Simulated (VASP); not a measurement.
Here is a VASP 6.6.1 calculation.

The input POSCAR:

```
TiAl
1.0
   -3.1713456452      3.1713456452      3.1713456452
    3.1713456452     -3.1713456452      3.1713456452
    3.1713456452      3.1713456452     -3.1713456452
Ti Al
4 4
Direct
    0.5000000000      0.0000000000      0.5000000000
    0.0000000000      0.5000000000      0.5000000000
    0.0000000000      0.0000000000      0.0000000000
    0.5000000000      0.5000000000      0.0000000000
    0.5000000000      0.5000000000      0.5000000000
    0.0000000000      0.0000000000      0.5000000000
    0.0000000000      0.5000000000      0.0000000000
    0.5000000000      0.0000000000      0.0000000000
```

Contents of INCAR.step1:

```
PREC = Accurate ; ENCUT = 520
ISMEAR = 0 ; SIGMA = 0.15
LREAL = False ; LASPH = True
NELM = 60 ; NBANDS = 40
GGA = PE ; ALGO = Normal
EDIFF = 1E-4 ; LWAVE = True
LCHARG = False
```

Contents of INCAR.step2:

```
PREC = Accurate ; ENCUT = 520
EDIFF = 1E-7 ; ISMEAR = 0
SIGMA = 0.15 ; LREAL = False
LASPH = True ; NELM = 60
ALGO = Normal ; ISIF = 2
LWAVE = False ; LCHARG = False
METAGGA = R2SCAN ; LMIXTAU = True
NBANDS = 40 ; ISTART = 1
```

KPOINTS

```
regular mesh
0
Gamma
  14 14 14
```

Potentials or basis: VASP PAW PBE potentials, release 64 (Ti_sv, Al).

The run is started by

```bash
$ cat potpaw_PBE.64/Ti_sv/POTCAR potpaw_PBE.64/Al/POTCAR > POTCAR
$ cp INCAR.step1 INCAR
$ mpirun -np 1 vasp_std > vasp.out
$ cp INCAR.step2 INCAR
$ mpirun -np 1 vasp_std > vasp.out
```

Task: Predict the pressure.

Result: 0.2 GPa.

Task: What does it give for the band gap on the k mesh?

Result: Zero (bands 30 and 31 overlap by 1.92 eV).

Caveat: the PAW data sets were made with another functional, which shifts forces and pressure a little.
